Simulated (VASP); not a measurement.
Input of a VASP 6.6.1 run:

File POSCAR:

```
ZnS
1.0
    0.0000000000      2.6940955616      2.6940955616
    2.6940955616      0.0000000000      2.6940955616
    2.6940955616      2.6940955616      0.0000000000
Zn S
1 1
Direct
    0.2500000000      0.2500000000      0.2500000000
    0.0000000000      0.0000000000      0.0000000000
```

File INCAR.step1:

```
SYSTEM = ZnS
PREC = Accurate
ENCUT = 520
ISMEAR = 0
SIGMA = 0.01
LREAL = .False.
LASPH = .True.
NELM = 80
NBANDS = 16
GGA = PE
ALGO = Normal
EDIFF = 1E-4
LWAVE = .True.
LCHARG = .False.
```

File INCAR.step2:

```
SYSTEM = ZnS
PREC = Accurate
ENCUT = 520
EDIFF = 1E-6
ISMEAR = 0
SIGMA = 0.01
LREAL = .False.
LASPH = .True.
NELM = 80
ALGO = Normal
ISIF = 2
LWAVE = .False.
LCHARG = .False.
METAGGA = R2SCAN
LMIXTAU = .True.
NBANDS = 16
ISTART = 1
```

File KPOINTS:

```
regular mesh
0
Gamma
  8 8 8
  0 0 0
```

Potentials or basis: VASP PAW PBE potentials, release 64 (Zn, S).

Command:

```sh
$ cat potpaw_PBE.64/Zn/POTCAR potpaw_PBE.64/S/POTCAR > POTCAR
$ cp INCAR.step1 INCAR
$ mpirun -np 1 vasp_std > vasp.out
$ cp INCAR.step2 INCAR
$ mpirun -np 1 vasp_std > vasp.out
```

Problem. Predict the pressure.

Solution. 0.0 GPa.

Problem. Predict the band gap on the k mesh.

Solution. 2.72 eV.

Caveat: the PAW data sets were made with another functional, which shifts forces and pressure a little.

**The experiment to reproduce.**

From “Electronic, vibrational, and thermodynamic properties of ZnS (zincblende and rocksalt structure)”, 2009, arxiv:0911.5022, for a bulk crystal of ZnS at 19 K: band gap 3.85 eV (direct).

Measured gap of ZnS: 3.85 eV (direct; 19 K; quoted in “Electronic, vibrational, and thermodynamic properties of ZnS (zincblende and rocksalt structure)”, 2009, arxiv:0911.5022). This calculation gives 2.72 eV (-1.13 eV). The value is that of r2SCAN, without temperature or zero-point motion.
